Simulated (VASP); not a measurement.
Input of a VASP 6.6.1 run:

INCAR

```
PREC = Accurate
ENCUT = 400
EDIFF = 1E-6
ISMEAR = -1
SIGMA = 0.1
LREAL = False
LASPH = True
NELM = 120
ALGO = Normal
ISIF = 2
LWAVE = False
LCHARG = False
LDIPOL = True
IDIPOL = 3
DIPOL = 0.5 0.5 0.500
NBANDS = 19
GGA_COMPAT = False
NELMDL = -8
```

KPOINTS

```
Automatic mesh
0
Gamma
  16 16 1
```

The input POSCAR:

```
Zn
1.0
    2.5745889075      0.0000000000      0.0000000000
   -1.2872944537      2.2296593982      0.0000000000
    0.0000000000      0.0000000000     18.3568000000
Zn
2
Direct
    0.8333333330      0.1666666670      0.4358063095
    0.1666666670      0.8333333330      0.5641936905
```

Potentials or basis: VASP PAW LDA potentials, release 64 (Zn).

Launch:

```console
$ cat potpaw_LDA.64/Zn/POTCAR > POTCAR
$ mpirun -np 1 vasp_std > vasp.out
```

**Question.** What does it give for the largest force?

**Answer.** 0.198 eV/Å.

**Question.** What does it give for the band gap on the k mesh?

**Answer.** Zero (bands 12 and 13 overlap by 3.57 eV).

Forces in eV/Å, atoms in the order of the input:
```
Zn   0.000  0.000 -0.198
Zn   0.000  0.000  0.198
```
